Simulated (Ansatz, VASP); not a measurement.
**Ga: VASP beside Ansatz**

INCAR

```
SYSTEM = Ga
  PREC = Accurate
  ENCUT = 520
  EDIFF = 1E-6
  ISMEAR = -1
  SIGMA = 0.03
  LREAL = .FALSE.
  LASPH = .TRUE.
  NELM = 60
  ALGO = Normal
  ISIF = 2
  LWAVE = .FALSE.
  LCHARG = .FALSE.
  GGA = PS
  NBANDS = 12
```

KPOINTS

```
regular mesh
0
G
  16 16 16
  0 0 0
```

Contents of POSCAR:

```
Ga
1.0
   -1.4040000000      1.4040000000      2.2067100000
    1.4040000000     -1.4040000000      2.2067100000
    1.4040000000      1.4040000000     -2.2067100000
Ga
1
Direct
    0.0000000000      0.0000000000      0.0000000000
```

Input for Ansatz:

```yaml
crystal:
  lattice:
    - [-1.404, 1.404, 2.20671]
    - [1.404, -1.404, 2.20671]
    - [1.404, 1.404, -2.20671]
  atoms:
    - { symbol: Ga, position: [0.0, 0.0, 0.0] }
kpoints:
  mp_grid: { grid: [16, 16, 16] }
  band_path:
    path:
      - [0.0, 0.0, 0.0]
      - [0.0, 0.0, 0.5]
      - [0.25, 0.25, 0.25]
      - [0.0, 0.5, 0.0]
      - [0.0, 0.0, 0.0]
      - [0.5, 0.5, -0.5]
      - [0.3512007423, 0.6487992577, -0.3512007423]
      - [-0.3512007423, 0.3512007423, 0.3512007423]
      - [0.0, 0.0, 0.0]
    npoints: 5
scf:
  occupations: { method: fermi_dirac, width: 0.03 }
hamiltonian:
  xc: pbesol
  pseudopotentials: { kind: all_electron, lapw: { basis_error: 0.001 } }
output:
  forces: true
  stress: true
  eigenvalues: true
```

Change from the starting cell: zz strain of -1 %.

Alike in both runs: task single point; functional PBEsol; k mesh 16 × 16 × 16; occupations fermi-dirac, width 0.03 eV; no spin polarisation.

|  | VASP | Ansatz |
| --- | --- | --- |
| version | VASP 6.6.1 | Ansatz 0.2.0 |
| potentials or method | VASP PAW PBE potentials, release 64 (Ga_d), cutoff 520 eV | all-electron LAPW, scalar-relativistic |

```tsv
	VASP	Ansatz	Ansatz less VASP
pressure (GPa)	1.2	1.2	-0.01
traceless stress, the component that is largest in VASP (GPa)	-0.08	-0.08	+0.002
```

VASP's potentials were made for PBE, not for PBEsol. Ansatz ran all-electron here, and VASP with PAW potentials.
